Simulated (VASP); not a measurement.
Input of a VASP 6.6.1 run:

The input INCAR:

```
SYSTEM = BP
ALGO = Normal ; EDIFF = 1E-7
ENCUT = 520 ; GGA = RP
ISIF = 2 ; ISMEAR = -1
LASPH = .True. ; LCHARG = .False.
LREAL = .False. ; LWAVE = .False.
NBANDS = 11 ; NELM = 60
PREC = Accurate ; SIGMA = 0.05
```

Contents of KPOINTS:

```
k-points
0
Gamma
  10 10 10
  0 0 0
```

File POSCAR:

```
BP
1.0
    0.0000000000      2.2690000000      2.2690000000
    2.2690000000      0.0000000000      2.2690000000
    2.2690000000      2.2690000000      0.0000000000
P B
1 1
Direct
    0.7500000000      0.7500000000      0.7500000000
    0.0000000000      0.0000000000      0.0000000000
```

Potentials or basis: VASP PAW PBE potentials, release 64 (P, B).

Run with:

```console
$ cat potpaw_PBE.64/P/POTCAR potpaw_PBE.64/B/POTCAR > POTCAR
$ mpirun -np 1 vasp_std > vasp.out
```

Problem. Estimate the band gap on the k mesh.

Solution. 1.25 eV, indirect (least direct gap 3.39 eV).

Problem. What does it give for the pressure?

Solution. 3.5 GPa.

Caveat: the PAW data sets were made with another functional, which shifts forces and pressure a little. A k mesh can miss the band edges.
